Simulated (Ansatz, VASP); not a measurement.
## Two plane-wave programs on B4C3

The input INCAR:

```
SYSTEM = B4C3
  PREC = Accurate
  ENCUT = 600
  EDIFF = 1E-6
  ISMEAR = 0
  SIGMA = 0.1
  LREAL = .FALSE.
  LASPH = .TRUE.
  NELM = 100
  ALGO = Normal
  ISIF = 3
  LWAVE = .FALSE.
  LCHARG = .FALSE.
  GGA = PE
  IBRION = 2
  NSW = 90
  EDIFFG = -0.04
```

The input KPOINTS:

```
regular mesh
0
G
  3 3 6
  0 0 0
```

The input POSCAR:

```
B4C3
1.0
    6.8476277700      0.0000000000      0.0000000000
   -3.4238138900      5.9302196000      0.0000000000
    0.0000000000      0.0000000000      2.6226537900
B C
8 6
Direct
    0.6666666700      0.3333333300      0.7500000000
    0.3333333300      0.6666666700      0.2500000000
    0.6696315900      0.9727169700      0.7500000000
    0.6969146100      0.6696315900      0.2500000000
    0.9727169700      0.3030853900      0.2500000000
    0.0272830300      0.6969146100      0.7500000000
    0.3303684100      0.0272830300      0.2500000000
    0.3030853900      0.3303684100      0.7500000000
    0.8291482800      0.2354844800      0.7500000000
    0.5936638000      0.8291482800      0.2500000000
    0.2354844800      0.4063362000      0.2500000000
    0.7645155200      0.5936638000      0.7500000000
    0.4063362000      0.1708517200      0.7500000000
    0.1708517200      0.7645155200      0.2500000000
```

Input for Ansatz:

```yaml
crystal:
  lattice:
    - [6.84762777, 0.0, 0.0]
    - [-3.42381389, 5.9302196, 0.0]
    - [0.0, 0.0, 2.62265379]
  atoms:
    - { symbol: B, position: [0.66666667, 0.33333333, 0.75] }
    - { symbol: B, position: [0.33333333, 0.66666667, 0.25] }
    - { symbol: B, position: [0.66963159, 0.97271697, 0.75] }
    - { symbol: B, position: [0.69691461, 0.66963159, 0.25] }
    - { symbol: B, position: [0.97271697, 0.30308539, 0.25] }
    - { symbol: B, position: [0.02728303, 0.69691461, 0.75] }
    - { symbol: B, position: [0.33036841, 0.02728303, 0.25] }
    - { symbol: B, position: [0.30308539, 0.33036841, 0.75] }
    - { symbol: C, position: [0.82914828, 0.23548448, 0.75] }
    - { symbol: C, position: [0.5936638, 0.82914828, 0.25] }
    - { symbol: C, position: [0.23548448, 0.4063362, 0.25] }
    - { symbol: C, position: [0.76451552, 0.5936638, 0.75] }
    - { symbol: C, position: [0.4063362, 0.17085172, 0.75] }
    - { symbol: C, position: [0.17085172, 0.76451552, 0.25] }
basis:
  ecutwfc: 420
kpoints:
  mp_grid: { grid: [3, 3, 6] }
hamiltonian:
  xc: pbe
scf:
  occupations: { method: gaussian, width: 0.1 }
  lower_state_search: "off"
output:
  forces: true
  stress: true
  eigenvalues: true
relax:
  adjacent_minimum: "off"
  f_tol: 0.04
  max_steps: 70
  cell: { stress_tol: 0.4 }
```

Alike in both runs: task relaxation of cell and atoms; functional PBE; k mesh 3 × 3 × 6; occupations gaussian, width 0.1 eV; no spin polarisation.

|  | VASP | Ansatz |
| --- | --- | --- |
| version | VASP 6.6.1 | Ansatz 0.2.0 |
| potentials or method | VASP PAW PBE potentials, release 64 (B, C), cutoff 600 eV | scalar-relativistic, plane waves, PAW |
| valence electrons in the cell | 48 | 48 |

Ansatz gave:

| Item | Value |
| --- | --- |
| gap on the k mesh at the Fermi level, each at its own relaxed structure (eV) | 0.94 |
| relaxed volume (Å³/atom) | 7.88 |
| relaxed cell length with the largest relative difference (Å) | 6.827 |

Q: Estimate VASP's values.

A: gap on the k mesh at the Fermi level, each at its own relaxed structure (eV): 0.94; relaxed volume (Å³/atom): 7.87; relaxed cell length with the largest relative difference (Å): 6.824.
